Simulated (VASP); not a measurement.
Set up this calculation in VASP 6.6.1, as the native input.

| Quantity | Value |
| --- | --- |
| Task | single point |
| Functional | RPBE |
| Potentials or basis | VASP PAW PBE potentials, release 64 (Gd) |
| Cutoff | 520 eV |
| k mesh | 8 × 8 × 5 |
| Occupations | fermi-dirac, width 0.05 eV |
| Spin | collinear spin, ferromagnetic start |
| Starting moments | [7.0, 7.0] μB |
| Dipole correction | no |
| Further INCAR settings | ALGO = Normal; EDIFF = 1e-06; NBANDS = 29 |

The structure of Gd lies in POSCAR:

```
Gd
1.0
    3.7094955005      0.0000000000      0.0000000000
   -1.8547477503      3.2125173387      0.0000000000
    0.0000000000      0.0000000000      5.9486758184
Gd
2
Direct
    0.6666666667      0.3333333333      0.7500000000
    0.3333333333      0.6666666667      0.2500000000
```

One way to write it, as run:

INCAR

```
PREC     = Accurate       # precision mode
ENCUT    = 520            # plane-wave cutoff, eV
EDIFF    = 1E-6           # SCF threshold, eV
ISMEAR   = -1             # smearing method
SIGMA    = 0.05           # smearing width, eV
LREAL    = F              # projectors in reciprocal space
LASPH    = T              # aspherical terms in the spheres
NELM     = 150            # most SCF steps
ALGO     = Normal         # electronic algorithm
ISIF     = 2              # what is computed and relaxed
LWAVE    = F              # write WAVECAR
LCHARG   = F              # write CHGCAR
ISPIN    = 2              # spin polarisation
MAGMOM   = 7 7            # initial moments
LORBIT   = 11             # projections on sites
LMAXMIX  = 6              # l up to which the mixer works
GGA      = RP             # functional
NBANDS   = 29             # bands
```

KPOINTS

```
Automatic mesh
0
Gamma
  8 8 5
```

Potentials or basis: VASP PAW PBE potentials, release 64 (Gd).

Command:

```sh
$ cat potpaw_PBE.64/Gd/POTCAR > POTCAR
$ mpirun -np 1 vasp_std > vasp.out
```

Results of the run:

```json
{"Pressure": "-0.2 GPa", "Net moment": "15.35 μB per cell", "Site moments": "Gd +6.99 μB", "Valence electrons inside the program's atomic spheres": "Gd 15.17"}
```

Caveat: the PAW data sets were made with another functional, which shifts forces and pressure a little.

Run time: 8.7 min on 1 thread of Intel Xeon 8259CL, with other jobs on the host, peak memory 0.28 GiB.
